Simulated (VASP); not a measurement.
# CaF in VASP: further runs, part 2 of 2

VASP 6.6.1. Earlier steps stand in the parts before.

## (3) Single point, PBE

This run uses another cell than the first one: it holds 2 atoms, not 8.

INCAR

```
ALGO = Normal
EDIFF = 1E-7
ENCUT = 520
GGA = PE
ISIF = 2
ISMEAR = 0
LASPH = T
LCHARG = F
LREAL = F
LWAVE = F
NBANDS = 16
NELM = 80
PREC = Accurate
SIGMA = 0.1
```

KPOINTS

```
k-points
0
Gamma
  18 18 18
```

POSCAR

```
CaF
1.0
    0.0000000000      2.8079198749      2.8079198749
    2.8079198749      0.0000000000      2.8079198749
    2.8079198749      2.8079198749      0.0000000000
Ca F
1 1
Direct
    0.2500000000      0.2500000000      0.2500000000
    0.0000000000      0.0000000000      0.0000000000
```

Potentials or basis: VASP PAW PBE potentials, release 64 (Ca_sv, F).

Command:

```
$ cat potpaw_PBE.64/Ca_sv/POTCAR potpaw_PBE.64/F/POTCAR > POTCAR
$ mpirun -np 1 vasp_std > vasp.out
```

OUTCAR:

```text
EDIFF = 1E-7
   ENCUT = 520
   GGA = PE
   ISIF = 2
   ISMEAR = 0
   LASPH = T
   LREAL = F
   NELM = 80
   PREC = Accurate

 ion  position               nearest neighbor table
   1  0.250  0.250  0.250-   2 2.43   2 2.43   2 2.43   2 2.43
   2  0.000  0.000  0.000-   1 2.43   1 2.43   1 2.43   1 2.43

  LATTYP: Found a face centered cubic cell.
 ALAT       =     5.6158397498

  Lattice vectors:

 A1 = (   0.0000000000,   2.8079198749,   2.8079198749)
 A2 = (   2.8079198749,   0.0000000000,   2.8079198749)
 A3 = (   2.8079198749,   2.8079198749,   0.0000000000)

Analysis of symmetry for initial positions (statically):
=====================================================================
 Subroutine PRICEL returns:
 Original cell was already a primitive cell.

 Routine SETGRP: Setting up the symmetry group for a
 face centered cubic supercell.

 Subroutine GETGRP returns: Found 24 space group operations
 (whereof 24 operations were pure point group operations)
 out of a pool of 48 trial point group operations.

The static configuration has the point symmetry T_d .

Analysis of symmetry for dynamics (positions and initial velocities):
=====================================================================
 Subroutine PRICEL returns:
 Original cell was already a primitive cell.

 Routine SETGRP: Setting up the symmetry group for a
 face centered cubic supercell.

 Subroutine GETGRP returns: Found 24 space group operations
 (whereof 24 operations were pure point group operations)
 out of a pool of 48 trial point group operations.

The dynamic configuration has the point symmetry T_d .

 Subroutine INISYM returns: Found 24 space group operations
 (whereof 24 operations are pure point group operations),
 and found     1 'primitive' translations

----------------------------------------------------------------------------------------

                                     Primitive cell

  volume of cell :      44.2776

  direct lattice vectors                    reciprocal lattice vectors
     0.000000000  2.807919875  2.807919875    -0.178067759  0.178067759  0.178067759
     2.807919875  0.000000000  2.807919875     0.178067759 -0.178067759  0.178067759
     2.807919875  2.807919875  0.000000000     0.178067759  0.178067759 -0.178067759

  length of vectors
     3.970998369  3.970998369  3.970998369     0.308422406  0.308422406  0.308422406

  position of ions in fractional coordinates (direct lattice)
     0.250000000  0.250000000  0.250000000
     0.000000000  0.000000000  0.000000000

  ion indices of the primitive-cell ions
   primitive index   ion index
                 1           1
                 2           2

----------------------------------------------------------------------------------------

 KPOINTS: k-points

Automatic generation of k-mesh.
 Grid dimensions read from file:
 generate k-points for:   18   18   18

 Generating k-lattice:

  Cartesian coordinates                     Fractional coordinates (reciprocal lattice)
    -0.009892653  0.009892653  0.009892653     0.055555556  0.000000000  0.000000000
     0.009892653 -0.009892653  0.009892653     0.000000000  0.055555556  0.000000000
     0.009892653  0.009892653 -0.009892653     0.000000000  0.000000000  0.055555556

  Length of vectors
     0.017134578  0.017134578  0.017134578

  Shift w.r.t. Gamma in fractional coordinates (k-lattice)
     0.000000000  0.000000000  0.000000000

 Subroutine IBZKPT returns following result:
 ===========================================

 Found    195 irreducible k-points:

 Following reciprocal coordinates:
            Coordinates               Weight
  0.000000  0.000000  0.000000      1.000000
  0.055556  0.000000  0.000000      8.000000
  0.111111  0.000000  0.000000      8.000000
  0.166667  0.000000  0.000000      8.000000
  0.222222  0.000000  0.000000      8.000000
  0.277778  0.000000  0.000000      8.000000
[... 16 lines left out ...]
 -0.277778  0.055556  0.000000     24.000000
 -0.222222  0.055556  0.000000     24.000000
 [... further k-points ...]
   k-points           NKPTS =    195   k-points in BZ     NKDIM =    195   number of bands    NBANDS=     16
   number of dos      NEDOS =    301   number of ions     NIONS =      2
   total plane-waves  NPLWV =  27000
   dimension x,y,z NGX =    30 NGY =   30 NGZ =   30
   dimension x,y,z NGXF=    60 NGYF=   60 NGZF=   60
   ions per type =               1   1
   NGX,Y,Z   is equivalent  to a cutoff of  12.56, 12.56, 12.56 a.u.
   NGXF,Y,Z  is equivalent  to a cutoff of  25.12, 25.12, 25.12 a.u.
 SYSTEM =  unknown system
   PREC   = accura    normal or accurate (medium, high low for compatibility)
   ISTART =      0    job   : 0-new  1-cont  2-samecut
   ICHARG =      2    charge: 1-file 2-atom 10-const
   ISPIN  =      1    spin polarized calculation?
   LNONCOLLINEAR =      F non collinear calculations
   LSORBIT =      F    spin-orbit coupling
   LASPH  =      T    aspherical Exc in radial PAW
   ENCUT  =  520.0 eV  38.22 Ry    6.18 a.u.   7.38  7.38  7.38*2*pi/ulx,y,z
   NELM   =     80;   NELMIN=  2; NELMDL= -5     # of ELM steps
   EDIFF  = 0.1E-06   stopping-criterion for ELM
   LREAL  =      F    real-space projection
   EDIFFG = 0.1E-05   stopping-criterion for IOM
   NSW    =      0    number of steps for IOM
   IBRION =     -1    ionic relax: 0-MD 1-quasi-New 2-CG
   NFREE  =      0    steps in history (QN), initial steepest desc. (CG)
   ISIF   =      2    stress and relaxation
   ISYM   =      2    0-nonsym 1-usesym 2-fastsym
   POTIM  = 0.5000    time-step for ionic-motion
   TEBEG  =    0.0;   TEEND  =   0.0 temperature during run
   PSTRESS=    0.0 pullay stress
   NELECT =      17.0000    total number of electrons
   NUPDOWN=      -1.0000    fix difference up-down
   EMIN   =  10.00;   EMAX   =-10.00  energy-range for DOS
   EFERMI =   0.00;   METHOD = LEGACY
   ISMEAR =     0;   SIGMA  =   0.10  broadening in eV -4-tet -1-fermi 0-gaus
   EFERMI_NEDOS =   21; number of points for ismear=-14 and -15
   IALGO  =     38    algorithm
   IMIX   =      4    mixing-type and parameters
     AMIX     =   0.40;   BMIX     =  1.00
     AMIX_MAG =   1.60;   BMIX_MAG =  1.00
  volume/ion in A,a.u.               =      22.14       149.40
  Fermi-wavevector in a.u.,A,eV,Ry     =   1.189862  2.248512 19.262727  1.415770
  Thomas-Fermi vector in A             =   2.325959
   LORBIT       =      0    0 simple, 1 ext, 2 COOP (PROOUT), +10 PAW based schemes
   GGA     = PE    functional components
   LHFCALC =     F    Hartree Fock is set to
   AEXX    =    0.0000 exact exchange contribution
   IVDW    =     0    specifies the selected vdW correction
   LEPSILON=     F    determine dielectric tensor
   LRPA    =     F    only Hartree local field effects (RPA)
 non-spin polarized calculation
 Gauss-broadening in eV      SIGMA  =   0.10
  energy-cutoff  :      520.00
  volume of cell :       44.28
 maximum number of plane-waves:      1243
 NGX is ok and might be reduce to    30

 number of electron      17.0000011 magnetization

 Free energy of the ion-electron system (eV)
  ---------------------------------------------------
  ext. energy  EPLUGINS =         0.00000000
  ---------------------------------------------------
  free energy    TOTEN  =        -8.91284980 eV

  energy without entropy =       -8.89769607  energy(sigma->0) =       -8.90527293

 E-fermi :   3.5051     XC(G=0):  -8.4758

 val. band max:        3.4939853568   @ k =  -0.2778   0.2778   0.0556
 cond. band min:       3.5086797180   @ k =   0.4444   0.2778   0.0000
 fundamental gap:      0.0146943612
 Fermi energy:         3.5051408433

 k-point     1 :       0.0000    0.0000    0.0000
  band No.  band energies     occupation
      1     -39.0424      2.00000
      2     -22.0506      2.00000
      3     -19.9759      2.00000
      4     -19.9759      2.00000
      5     -19.9759      2.00000
      6      -3.7605      2.00000
[... 8 lines left out ...]
     15      13.6571      0.00000
     16      13.6571      0.00000

 k-point     2 :       0.0556    0.0000    0.0000
  band No.  band energies     occupation
      1     -39.0420      2.00000
      2     -22.0581      2.00000
      3     -19.9766      2.00000
      4     -19.9766      2.00000
      5     -19.9699      2.00000
      6      -3.7738      2.00000
[... 8 lines left out ...]
     15      13.2026      0.00000
     16      13.6926      0.00000
[... 387 lines left out ...]
      5     -19.8523      2.00000
      6      -3.9404      2.00000
[... 8 lines left out ...]
     15       9.7649      0.00000
     16      13.2724      0.00000

 k-point    24 :      -0.2222    0.0556    0.0000
  band No.  band energies     occupation
      1     -39.0347      2.00000
      2     -22.1690      2.00000
      3     -19.9932      2.00000
      4     -19.9850      2.00000
      5     -19.8813      2.00000
      6      -3.9136      2.00000
[... 8 lines left out ...]
     15      10.4490      0.00000
     16      13.2744      0.00000

 [... further k-points ...]
[... 5 lines left out ...]
  --------------------------------------------------------------------------------------
  -------------------------------------------------------------------------------------
  Total        0.0085340      0.0085340      0.0085340      0.0000000      0.0000000      0.0000000
  in kB        0.3088016      0.3088016      0.3088016      0.0000000      0.0000000      0.0000000
  external PRESSURE =       0.3088016 kB  Pullay stress =       0.0000000 kB

 VOLUME and BASIS-vectors are now :
 -----------------------------------------------------------------------------
  energy-cutoff  :      520.00
  volume of cell :       44.28
      direct lattice vectors                 reciprocal lattice vectors
     0.000000000  2.807919875  2.807919875    -0.178067759  0.178067759  0.178067759
     2.807919875  0.000000000  2.807919875     0.178067759 -0.178067759  0.178067759
     2.807919875  2.807919875  0.000000000     0.178067759  0.178067759 -0.178067759

 POSITION                                       TOTAL-FORCE (eV/Angst)
 -----------------------------------------------------------------------------------
      1.40396      1.40396      1.40396        -0.000000     -0.000000     -0.000000
      0.00000      0.00000      0.00000         0.000000      0.000000      0.000000
 -----------------------------------------------------------------------------------
    total drift:                               -0.000000     -0.000000     -0.000000

  FREE ENERGIE OF THE ION-ELECTRON SYSTEM (eV)
  ---------------------------------------------------
  free  energy   TOTEN  =        -8.9128498005 eV

  energy  without entropy=       -8.8976960682  energy(sigma->0) =       -8.90527293
```

OSZICAR:

```text
N       E                     dE             d eps       ncg     rms          rms(c)
DAV:   1     0.125499884078E+03    0.12550E+03   -0.78829E+03  6240   0.962E+02
DAV:   2    -0.276326920410E+01   -0.12826E+03   -0.12174E+03  7984   0.276E+02
DAV:   3    -0.958993571671E+01   -0.68267E+01   -0.67390E+01  9680   0.555E+01
DAV:   4    -0.976829278756E+01   -0.17836E+00   -0.17796E+00  7704   0.657E+00
DAV:   5    -0.977115153097E+01   -0.28587E-02   -0.28587E-02  8216   0.696E-01    0.601E+00
DAV:   6    -0.894932808677E+01    0.82182E+00   -0.28849E+00  6816   0.114E+01    0.253E+00
DAV:   7    -0.892576002780E+01    0.23568E-01   -0.11896E-01  7336   0.303E+00    0.137E+00
DAV:   8    -0.891250911627E+01    0.13251E-01   -0.37037E-02  7560   0.184E+00    0.158E-01
DAV:   9    -0.891264823018E+01   -0.13911E-03   -0.22277E-03  8648   0.334E-01    0.778E-02
DAV:  10    -0.891286936369E+01   -0.22113E-03   -0.50693E-04  6792   0.176E-01    0.310E-02
DAV:  11    -0.891286842702E+01    0.93667E-06   -0.27983E-04  7792   0.123E-01    0.314E-02
DAV:  12    -0.891285205814E+01    0.16369E-04   -0.10046E-04  7936   0.892E-02    0.963E-03
DAV:  13    -0.891284982728E+01    0.22309E-05   -0.71810E-06  7368   0.280E-02    0.202E-03
DAV:  14    -0.891284980050E+01    0.26776E-07   -0.57392E-07  6824   0.591E-03
   1 F= -.89128498E+01 E0= -.89052729E+01  d E =-.151537E-01
```

It took 4 min on 1 thread of Intel Xeon 8259CL, shared host; peak memory 0.27 GiB.

What came out:

```
Free energy            : -8.9128 eV
Pressure               : 0.0 GPa
Band gap on the k mesh : zero (an odd number of electrons rules out a gap without spin polarisation)
```

Caveat: an odd number of electrons without spin polarisation forces a metal; a magnetic or distorted state may lie lower.

## (4) Relaxation of cell and atoms, PBE

This run uses another cell than the first one: it holds 2 atoms, not 8.

INCAR

```
SYSTEM = CaF
ALGO     = Normal         ! electronic algorithm
EDIFF    = 1E-6           ! SCF threshold, eV
EDIFFG   = -0.01          ! ionic threshold
ENCUT    = 600            ! plane-wave cutoff, eV
GGA      = PE             ! functional
IBRION   = 2              ! ionic algorithm
ISIF     = 3              ! what is computed and relaxed
ISMEAR   = 0              ! smearing method
LASPH    = .TRUE.         ! aspherical terms in the spheres
LCHARG   = .FALSE.        ! write CHGCAR
LREAL    = .FALSE.        ! projectors in reciprocal space
LWAVE    = .FALSE.        ! write WAVECAR
NELM     = 60             ! most SCF steps
NSW      = 100            ! ionic steps
PREC     = Accurate       ! precision mode
SIGMA    = 0.1            ! smearing width, eV
```

KPOINTS

```
k-points
0
G
  18 18 18
  0 0 0
```

POSCAR

```
CaF
1.0
    0.0000000000      2.8127294915      2.8127294915
    2.8127294915      0.0000000000      2.8127294915
    2.8127294915      2.8127294915      0.0000000000
Ca F
1 1
Direct
    0.2500000000      0.2500000000      0.2500000000
    0.0000000000      0.0000000000      0.0000000000
```

Command:

```
$ cat potpaw_PBE.64/Ca_sv/POTCAR potpaw_PBE.64/F/POTCAR > POTCAR
$ mpirun -np 1 vasp_std > vasp.out
```

It took 4 min on 1 thread of Intel Xeon 8259CL, shared host; peak memory 0.3 GiB.

Results (log left out):

```yaml
Free_energy: -8.9151 eV
Relaxed_volume: 22.16 Å³/atom
Relaxed_cell: a = 3.972 Å, b = 3.972 Å, c = 3.972 Å, α = 60.00°, β = 60.00°, γ = 60.00°
Space_group_after_relaxing_to_0.1_Å: F-43m (No. 216)
Energy_gained_by_relaxing: 0.1 meV/atom
Ionic_steps: 3
Pressure_after_relaxing: -0.1 GPa
Band_gap_on_the_k_mesh: zero (an odd number of electrons rules out a gap without spin polarisation)
```

The path:
| step | energy change (eV) | largest force (eV/Å) | pressure (GPa) | volume (Å³) |
| --- | --- | --- | --- | --- |
| 1 | 0.0000 | 0.0000 | -0.15 | 44.51 |
| 2 | -0.0001 | 0.0000 | -0.09 | 44.37 |
| 3 | -0.0001 | 0.0000 | -0.05 | 44.32 |

Final structure:
```
CELL_PARAMETERS angstrom
0.00000 2.80875 2.80875
2.80875 0.00000 2.80875
2.80875 2.80875 0.00000
ATOMIC_POSITIONS crystal
Ca 0.25000 0.25000 0.25000
F 0.00000 0.00000 0.00000
```

Levels at points of the mesh, in eV from the Fermi level:
| k point | band 7 | band 8 | band 9 | band 10 | band 11 | band 12 |
| --- | --- | --- | --- | --- | --- | --- |
| (0.00, 0.00, 0.00) | -7.26 | -7.26 | -2.51 | 2.77 | 2.77 | 3.20 |
| (0.50, 0.00, 0.00) | -7.18 | -7.18 | 0.21 | 1.91 | 2.38 | 2.38 |
| (0.50, 0.50, 0.00) | -7.09 | -7.09 | 0.10 | 0.74 | 3.49 | 3.71 |

Caveat: an odd number of electrons without spin polarisation forces a metal; a magnetic or distorted state may lie lower.

## (5) Summary

```tsv
task	cell	k mesh	cutoff (eV)	gap on the mesh (eV)	pressure (GPa)
single point	a = 5.625 Å, 8 atoms, atomic positions A	4 × 4 × 4	520	none	-0.2
single point	a = 3.971 Å, angles 60.0°, 2 atoms, atomic positions B	18 × 18 × 18	520	none	0.0
relaxation of cell and atoms	relaxed from a = 3.978 Å, angles 60.0°, 2 atoms, atomic positions B	18 × 18 × 18	600	none	-0.1
```

Alike in all rows: level PBE; potentials or basis VASP PAW PBE potentials, release 64 (Ca_sv, F); no spin polarisation; smearing gaussian 0.1 eV.

Caveats: an odd number of electrons without spin polarisation forces a metal (at least some runs); a magnetic or distorted state may lie lower (at least some runs).

Total energies depend on the potentials used, so only differences within one code and one set of settings carry meaning.
